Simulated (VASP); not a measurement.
# MgO (Pm-3m) in VASP: notebook

MgO is run at these levels: r2SCAN; tasks: single point.

Everything below comes from runs of VASP 6.6.1. Logs are shortened: lines on timing, memory, paths and dates and some standing lists are left out, and cuts for length are marked.

### Step 1. The cell of the first run

It takes space group Pm-3m (No. 221, cubic). Conventional cell: a = 2.623 Å, b = 2.623 Å, c = 2.623 Å, α = 90.00°, β = 90.00°, γ = 90.00°. Mg (site symmetry m-3m) has 8 O at 2.27 Å and 6 Mg at 2.62 Å within 3.0 Å. O (site symmetry m-3m) has 8 Mg at 2.27 Å and 6 O at 2.62 Å within 3.0 Å.

### Step 2. Single point, r2SCAN

The input, POSCAR:

```
MgO
1.0
    2.6233491278      0.0000000000      0.0000000000
    0.0000000000      2.6233491278      0.0000000000
    0.0000000000      0.0000000000      2.6233491278
Mg O
1 1
Direct
    0.0000000000      0.0000000000      0.0000000000
    0.5000000000      0.5000000000      0.5000000000
```

The input, INCAR.step1:

```
PREC     = Accurate       # precision mode
ENCUT    = 920            # plane-wave cutoff, eV
ISMEAR   = 0              # smearing method
SIGMA    = 0.01           # smearing width, eV
LREAL    = F              # projectors in reciprocal space
LASPH    = T              # aspherical terms in the spheres
NELM     = 120            # most SCF steps
NBANDS   = 15             # bands
GGA      = PE             # functional
ALGO     = Normal         # electronic algorithm
EDIFF    = 1E-5           # SCF threshold, eV
LWAVE    = T              # write WAVECAR
LCHARG   = F              # write CHGCAR
GGA_COMPAT= F
```

The input, INCAR.step2:

```
PREC     = Accurate       # precision mode
ENCUT    = 920            # plane-wave cutoff, eV
EDIFF    = 1E-6           # SCF threshold, eV
ISMEAR   = 0              # smearing method
SIGMA    = 0.01           # smearing width, eV
LREAL    = F              # projectors in reciprocal space
LASPH    = T              # aspherical terms in the spheres
NELM     = 120            # most SCF steps
ALGO     = Normal         # electronic algorithm
ISIF     = 2              # what is computed and relaxed
LWAVE    = F              # write WAVECAR
LCHARG   = F              # write CHGCAR
METAGGA  = R2SCAN         # meta-GGA
LMIXTAU  = T            
NBANDS   = 15             # bands
ISTART   = 1            
GGA_COMPAT= F
```

The input, KPOINTS:

```
Automatic mesh
0
Gamma
  6 6 6
```

Potentials or basis: VASP PAW PBE potentials, release 64 (Mg_sv, O).

Started as:

```
$ cat potpaw_PBE.64/Mg_sv/POTCAR potpaw_PBE.64/O/POTCAR > POTCAR
$ cp INCAR.step1 INCAR
$ mpirun -np 1 vasp_std > vasp.out
$ cp INCAR.step2 INCAR
$ mpirun -np 1 vasp_std > vasp.out
```

OUTCAR:

```text
PREC = Accurate
   ENCUT = 920
   EDIFF = 1E-6
   ISMEAR = 0
   LREAL = F
   LASPH = T
   NELM = 120
   ISIF = 2
   METAGGA = R2SCAN
   ISTART = 1

 ion  position               nearest neighbor table
   1  0.000  0.000  0.000-
   2  0.500  0.500  0.500-

  LATTYP: Found a simple cubic cell.
 ALAT       =     2.6233491278

  Lattice vectors:

 A1 = (   2.6233491278,   0.0000000000,   0.0000000000)
 A2 = (   0.0000000000,   2.6233491278,   0.0000000000)
 A3 = (   0.0000000000,   0.0000000000,   2.6233491278)

Analysis of symmetry for initial positions (statically):
=====================================================================
 Subroutine PRICEL returns:
 Original cell was already a primitive cell.

 Routine SETGRP: Setting up the symmetry group for a
 simple cubic supercell.

 Subroutine GETGRP returns: Found 48 space group operations
 (whereof 48 operations were pure point group operations)
 out of a pool of 48 trial point group operations.

The static configuration has the point symmetry O_h .

Analysis of symmetry for dynamics (positions and initial velocities):
=====================================================================
 Subroutine PRICEL returns:
 Original cell was already a primitive cell.

 Routine SETGRP: Setting up the symmetry group for a
 simple cubic supercell.

 Subroutine GETGRP returns: Found 48 space group operations
 (whereof 48 operations were pure point group operations)
 out of a pool of 48 trial point group operations.

The dynamic configuration has the point symmetry O_h .

 Subroutine INISYM returns: Found 48 space group operations
 (whereof 48 operations are pure point group operations),
 and found     1 'primitive' translations

----------------------------------------------------------------------------------------

                                     Primitive cell

  volume of cell :      18.0538

  direct lattice vectors                    reciprocal lattice vectors
     2.623349128  0.000000000  0.000000000     0.381192114  0.000000000  0.000000000
     0.000000000  2.623349128  0.000000000     0.000000000  0.381192114  0.000000000
     0.000000000  0.000000000  2.623349128     0.000000000  0.000000000  0.381192114

  length of vectors
     2.623349128  2.623349128  2.623349128     0.381192114  0.381192114  0.381192114

  position of ions in fractional coordinates (direct lattice)
     0.000000000  0.000000000  0.000000000
     0.500000000  0.500000000  0.500000000

  ion indices of the primitive-cell ions
   primitive index   ion index
                 1           1
                 2           2

----------------------------------------------------------------------------------------

 KPOINTS: Automatic mesh

Automatic generation of k-mesh.
 Grid dimensions read from file:
 generate k-points for:    6    6    6

 Generating k-lattice:

  Cartesian coordinates                     Fractional coordinates (reciprocal lattice)
     0.063532019  0.000000000  0.000000000     0.166666667  0.000000000  0.000000000
     0.000000000  0.063532019  0.000000000     0.000000000  0.166666667  0.000000000
     0.000000000  0.000000000  0.063532019     0.000000000  0.000000000  0.166666667

  Length of vectors
     0.063532019  0.063532019  0.063532019

  Shift w.r.t. Gamma in fractional coordinates (k-lattice)
     0.000000000  0.000000000  0.000000000

 Subroutine IBZKPT returns following result:
 ===========================================

 Found     20 irreducible k-points:

 Following reciprocal coordinates:
            Coordinates               Weight
  0.000000  0.000000  0.000000      1.000000
  0.166667  0.000000  0.000000      6.000000
  0.333333  0.000000  0.000000      6.000000
  0.500000  0.000000  0.000000      3.000000
  0.166667  0.166667  0.000000     12.000000
  0.333333  0.166667  0.000000     24.000000
[... 12 lines left out ...]
  0.500000  0.500000  0.333333      6.000000
  0.500000  0.500000  0.500000      1.000000
   k-points           NKPTS =     20   k-points in BZ     NKDIM =     20   number of bands    NBANDS=     15
   number of dos      NEDOS =    301   number of ions     NIONS =      2
   total plane-waves  NPLWV =  21952
   dimension x,y,z NGX =    28 NGY =   28 NGZ =   28
   dimension x,y,z NGXF=    56 NGYF=   56 NGZF=   56
   ions per type =               1   1
   NGX,Y,Z   is equivalent  to a cutoff of  17.74, 17.74, 17.74 a.u.
   NGXF,Y,Z  is equivalent  to a cutoff of  35.49, 35.49, 35.49 a.u.
 SYSTEM =  unknown system
   PREC   = accura    normal or accurate (medium, high low for compatibility)
   ISTART =      1    job   : 0-new  1-cont  2-samecut
   ICHARG =      0    charge: 1-file 2-atom 10-const
   ISPIN  =      1    spin polarized calculation?
   LNONCOLLINEAR =      F non collinear calculations
   LSORBIT =      F    spin-orbit coupling
   LASPH  =      T    aspherical Exc in radial PAW
   ENCUT  =  920.0 eV  67.62 Ry    8.22 a.u.   6.49  6.49  6.49*2*pi/ulx,y,z
   NELM   =    120;   NELMIN=  2; NELMDL=  0     # of ELM steps
   EDIFF  = 0.1E-05   stopping-criterion for ELM
   LREAL  =      F    real-space projection
   EDIFFG = 0.1E-04   stopping-criterion for IOM
   NSW    =      0    number of steps for IOM
   IBRION =     -1    ionic relax: 0-MD 1-quasi-New 2-CG
   NFREE  =      0    steps in history (QN), initial steepest desc. (CG)
   ISIF   =      2    stress and relaxation
   ISYM   =      2    0-nonsym 1-usesym 2-fastsym
   POTIM  = 0.5000    time-step for ionic-motion
   TEBEG  =    0.0;   TEEND  =   0.0 temperature during run
   PSTRESS=    0.0 pullay stress
   NELECT =      16.0000    total number of electrons
   NUPDOWN=      -1.0000    fix difference up-down
   EMIN   =  10.00;   EMAX   =-10.00  energy-range for DOS
   EFERMI =   0.00;   METHOD = LEGACY
   ISMEAR =     0;   SIGMA  =   0.01  broadening in eV -4-tet -1-fermi 0-gaus
   EFERMI_NEDOS =   21; number of points for ismear=-14 and -15
   IALGO  =     38    algorithm
   IMIX   =      4    mixing-type and parameters
     AMIX     =   0.40;   BMIX     =  1.00
     AMIX_MAG =   1.60;   BMIX_MAG =  1.00
  volume/ion in A,a.u.               =       9.03        60.92
  Fermi-wavevector in a.u.,A,eV,Ry     =   1.572505  2.971604 33.644110  2.472772
  Thomas-Fermi vector in A             =   2.673929
   LORBIT       =      0    0 simple, 1 ext, 2 COOP (PROOUT), +10 PAW based schemes
   METAGGA = R2SCAN    functional components
   LHFCALC =     F    Hartree Fock is set to
   AEXX    =    0.0000 exact exchange contribution
   IVDW    =     0    specifies the selected vdW correction
   LEPSILON=     F    determine dielectric tensor
   LRPA    =     F    only Hartree local field effects (RPA)
 non-spin polarized calculation
 Gauss-broadening in eV      SIGMA  =   0.01
  energy-cutoff  :      920.00
  volume of cell :       18.05
 maximum number of plane-waves:      1189
 NGX is ok and might be reduce to    28
   NGX = 13   NGY = 13   NGZ = 13

 number of electron      15.9999997 magnetization

 Free energy of the ion-electron system (eV)
  ---------------------------------------------------
  ext. energy  EPLUGINS =         0.00000000
  ---------------------------------------------------
  free energy    TOTEN  =       -14.53835419 eV

  energy without entropy =      -14.53835419  energy(sigma->0) =      -14.53835419

 E-fermi :   4.6631     XC(G=0): -12.3486

 val. band max:        4.5413215280   @ k =   0.5000   0.5000   0.0000
 cond. band min:       8.0562173318   @ k =   0.0000   0.0000   0.0000
 fundamental gap:      3.5148958038
 Fermi energy:         4.6630658777

 k-point     1 :       0.0000    0.0000    0.0000
  band No.  band energies     occupation
      1     -73.0743      2.00000
      2     -38.1272      2.00000
      3     -38.1272      2.00000
      4     -38.1272      2.00000
      5     -15.0289      2.00000
      6       3.4870      2.00000
      7       3.4870      2.00000
      8       3.4870      2.00000
      9       8.0562      0.00000
     10      16.0281      0.00000
     11      16.0281      0.00000
     12      26.5770      0.00000
     13      26.5770      0.00000
     14      26.5770      0.00000
     15      33.6711      0.00000

 k-point     2 :       0.1667    0.0000    0.0000
  band No.  band energies     occupation
      1     -73.0710      2.00000
      2     -38.1603      2.00000
      3     -38.1242      2.00000
      4     -38.1242      2.00000
      5     -14.7576      2.00000
      6       1.6242      2.00000
      7       3.5983      2.00000
      8       3.5983      2.00000
      9       9.3697      0.00000
     10      16.5313      0.00000
     11      16.6298      0.00000
     12      25.9878      0.00000
     13      25.9878      0.00000
     14      27.1688      0.00000
     15      31.7324      0.00000

 k-point     3 :       0.3333    0.0000    0.0000
  band No.  band energies     occupation
      1     -73.0646      2.00000
      2     -38.2260      2.00000
      3     -38.1182      2.00000
      4     -38.1182      2.00000
      5     -14.1448      2.00000
      6      -0.9528      2.00000
      7       3.8311      2.00000
      8       3.8311      2.00000
      9      11.3116      0.00000
     10      16.2267      0.00000
     11      18.3910      0.00000
     12      24.6174      0.00000
     13      24.6174      0.00000
     14      26.3147      0.00000
     15      30.2477      0.00000
[... 271 lines left out ...]
 k-point    19 :       0.5000    0.5000    0.3333
  band No.  band energies     occupation
      1     -73.0401      2.00000
      2     -38.2231      2.00000
      3     -38.2231      2.00000
      4     -38.1903      2.00000
      5     -12.3073      2.00000
      6       0.4553      2.00000
      7       0.4553      2.00000
      8       1.5897      2.00000
      9      12.2279      0.00000
     10      14.1007      0.00000
     11      14.1007      0.00000
     12      23.5206      0.00000
     13      24.3148      0.00000
     14      24.9813      0.00000
     15      24.9813      0.00000

 k-point    20 :       0.5000    0.5000    0.5000
  band No.  band energies     occupation
      1     -73.0369      2.00000
      2     -38.2187      2.00000
      3     -38.2187      2.00000
      4     -38.2187      2.00000
      5     -12.0668      2.00000
      6       0.7527      2.00000
      7       0.7527      2.00000
      8       0.7527      2.00000
      9      13.0187      0.00000
     10      13.0187      0.00000
     11      13.0187      0.00000
     12      22.7088      0.00000
     13      24.9809      0.00000
     14      24.9809      0.00000
     15      24.9809      0.00000

------------------------ aborting loop because EDIFF is reached ----------------------------------------

  FORCE on cell =-STRESS in cart. coord.  units (eV):
  Direction    XX          YY          ZZ          XY          YZ          ZX
  --------------------------------------------------------------------------------------
  -------------------------------------------------------------------------------------
  Total        0.0739372      0.0739372      0.0739372      0.0000000     -0.0000000      0.0000000
  in kB        6.5615307      6.5615307      6.5615307      0.0000000     -0.0000000      0.0000000
  external PRESSURE =       6.5615307 kB  Pullay stress =       0.0000000 kB

 VOLUME and BASIS-vectors are now :
 -----------------------------------------------------------------------------
  energy-cutoff  :      920.00
  volume of cell :       18.05
      direct lattice vectors                 reciprocal lattice vectors
     2.623349128  0.000000000  0.000000000     0.381192114  0.000000000  0.000000000
     0.000000000  2.623349128  0.000000000     0.000000000  0.381192114  0.000000000
     0.000000000  0.000000000  2.623349128     0.000000000  0.000000000  0.381192114

 POSITION                                       TOTAL-FORCE (eV/Angst)
 -----------------------------------------------------------------------------------
      0.00000      0.00000      0.00000         0.000000      0.000000      0.000000
      1.31167      1.31167      1.31167         0.000000      0.000000      0.000000
 -----------------------------------------------------------------------------------
    total drift:                               -0.000000      0.000000      0.000000

  FREE ENERGIE OF THE ION-ELECTRON SYSTEM (eV)
  ---------------------------------------------------
  free  energy   TOTEN  =       -14.5383541859 eV

  energy  without entropy=      -14.5383541859  energy(sigma->0) =      -14.53835419
```

It took 48 s on 1 thread of Intel Xeon Platinum 8375C at 2.90GHz (Ice Lake), shared host; peak memory 0.16 GiB.

What came out:

```
Free energy            : -14.5384 eV
Pressure               : 0.7 GPa
Band gap on the k mesh : 3.51 eV (least direct gap 4.57 eV)
```

Caveat: the structure was generated, so it needn't be the stable form of MgO; the PAW data sets were made with another functional, which shifts forces and pressure a little.

### Step 3. Single point, r2SCAN

POSCAR is that of step 2.

The input, INCAR.step1:

```
SYSTEM = MgO
PREC = Accurate
ENCUT = 920
ISMEAR = 1
SIGMA = 0.05
LREAL = .FALSE.
LASPH = .TRUE.
NELM = 120
NBANDS = 15
GGA = PE
ALGO = Normal
EDIFF = 1E-5
LWAVE = .TRUE.
LCHARG = .FALSE.
GGA_COMPAT = .FALSE.
```

The input, INCAR.step2:

```
SYSTEM = MgO
PREC = Accurate
ENCUT = 920
EDIFF = 1E-6
ISMEAR = 1
SIGMA = 0.05
LREAL = .FALSE.
LASPH = .TRUE.
NELM = 120
ALGO = Normal
ISIF = 2
LWAVE = .FALSE.
LCHARG = .FALSE.
METAGGA = R2SCAN
LMIXTAU = .TRUE.
NBANDS = 15
ISTART = 1
GGA_COMPAT = .FALSE.
```

The input, KPOINTS:

```
regular mesh
0
G
  6 6 6
  0 0 0
```

Potentials or basis: VASP PAW PBE potentials, release 64 (Mg_sv, O).

Started as:

```
$ cat potpaw_PBE.64/Mg_sv/POTCAR potpaw_PBE.64/O/POTCAR > POTCAR
$ cp INCAR.step1 INCAR
$ mpirun -np 1 vasp_std > vasp.out
$ cp INCAR.step2 INCAR
$ mpirun -np 1 vasp_std > vasp.out
```

OUTCAR:

```text
SYSTEM = MgO
   PREC = Accurate
   ENCUT = 920
   EDIFF = 1E-6
   ISMEAR = 1
   LREAL = .FALSE.
   LASPH = .TRUE.
   NELM = 120
   ISIF = 2
   METAGGA = R2SCAN
   ISTART = 1

 ion  position               nearest neighbor table
   1  0.000  0.000  0.000-
   2  0.500  0.500  0.500-

  LATTYP: Found a simple cubic cell.
 ALAT       =     2.6233491278

  Lattice vectors:

 A1 = (   2.6233491278,   0.0000000000,   0.0000000000)
 A2 = (   0.0000000000,   2.6233491278,   0.0000000000)
 A3 = (   0.0000000000,   0.0000000000,   2.6233491278)

Analysis of symmetry for initial positions (statically):
=====================================================================
 Subroutine PRICEL returns:
 Original cell was already a primitive cell.

 Routine SETGRP: Setting up the symmetry group for a
 simple cubic supercell.

 Subroutine GETGRP returns: Found 48 space group operations
 (whereof 48 operations were pure point group operations)
 out of a pool of 48 trial point group operations.

The static configuration has the point symmetry O_h .

Analysis of symmetry for dynamics (positions and initial velocities):
[... 166 lines left out ...]
      3     -38.1272      2.00000
      4     -38.1272      2.00000
      5     -15.0289      2.00000
      6       3.4870      2.00000
      7       3.4870      2.00000
      8       3.4870      2.00000
      9       8.0562      0.00000
     10      16.0281      0.00000
     11      16.0281      0.00000
     12      26.5770      0.00000
     13      26.5770      0.00000
     14      26.5770      0.00000
[... 329 lines left out ...]
      2     -38.2187      2.00000
      3     -38.2187      2.00000
      4     -38.2187      2.00000
      5     -12.0668      2.00000
      6       0.7527      2.00000
      7       0.7527      2.00000
      8       0.7527      2.00000
      9      13.0187      0.00000
     10      13.0187      0.00000
     11      13.0187      0.00000
     12      22.7088      0.00000
     13      24.9809      0.00000
     14      24.9809      0.00000
     15      24.9809      0.00000

------------------------ aborting loop because EDIFF is reached ----------------------------------------

  FORCE on cell =-STRESS in cart. coord.  units (eV):
  Direction    XX          YY          ZZ          XY          YZ          ZX
  --------------------------------------------------------------------------------------
  -------------------------------------------------------------------------------------
  Total        0.0739372      0.0739372      0.0739372      0.0000000      0.0000000     -0.0000000
  in kB        6.5615298      6.5615298      6.5615298      0.0000000      0.0000000     -0.0000000
  external PRESSURE =       6.5615298 kB  Pullay stress =       0.0000000 kB

 VOLUME and BASIS-vectors are now :
 -----------------------------------------------------------------------------
  energy-cutoff  :      920.00
  volume of cell :       18.05
      direct lattice vectors                 reciprocal lattice vectors
     2.623349128  0.000000000  0.000000000     0.381192114  0.000000000  0.000000000
     0.000000000  2.623349128  0.000000000     0.000000000  0.381192114  0.000000000
     0.000000000  0.000000000  2.623349128     0.000000000  0.000000000  0.381192114

 POSITION                                       TOTAL-FORCE (eV/Angst)
 -----------------------------------------------------------------------------------
      0.00000      0.00000      0.00000         0.000000      0.000000      0.000000
      1.31167      1.31167      1.31167         0.000000      0.000000      0.000000
 -----------------------------------------------------------------------------------
    total drift:                               -0.000000      0.000000      0.000000

  FREE ENERGIE OF THE ION-ELECTRON SYSTEM (eV)
  ---------------------------------------------------
  free  energy   TOTEN  =       -14.5383139229 eV

  energy  without entropy=      -14.5383541895  energy(sigma->0) =      -14.53832735
```

OUTCAR.step1:

```text
SYSTEM = MgO
   PREC = Accurate
   ENCUT = 920
   ISMEAR = 1
   LREAL = .FALSE.
   LASPH = .TRUE.
[... 575 lines left out ...]
      0.00000      0.00000      0.00000         0.000000      0.000000      0.000000
      1.31167      1.31167      1.31167         0.000000      0.000000      0.000000
 -----------------------------------------------------------------------------------
    total drift:                               -0.000000      0.000000      0.000000

  FREE ENERGIE OF THE ION-ELECTRON SYSTEM (eV)
  ---------------------------------------------------
  free  energy   TOTEN  =       -10.3696320050 eV

  energy  without entropy=      -10.3696722755  energy(sigma->0) =      -10.36964543
```

Wall time 38 s (1 thread of Intel Xeon Platinum 8259CL at 2.50GHz (Skylake/Cascade Lake), shared host); peak memory 0.16 GiB.

Results:

| Quantity | Value |
| --- | --- |
| Free energy | -14.5383 eV |
| Pressure | 0.7 GPa |
| Band gap on the k mesh | 3.51 eV (least direct gap 4.57 eV) |

Caveat: the structure was generated, so it needn't be the stable form of MgO; the PAW data sets were made with another functional, which shifts forces and pressure a little. A k mesh can miss the band edges.

[end of part 1 of 2]
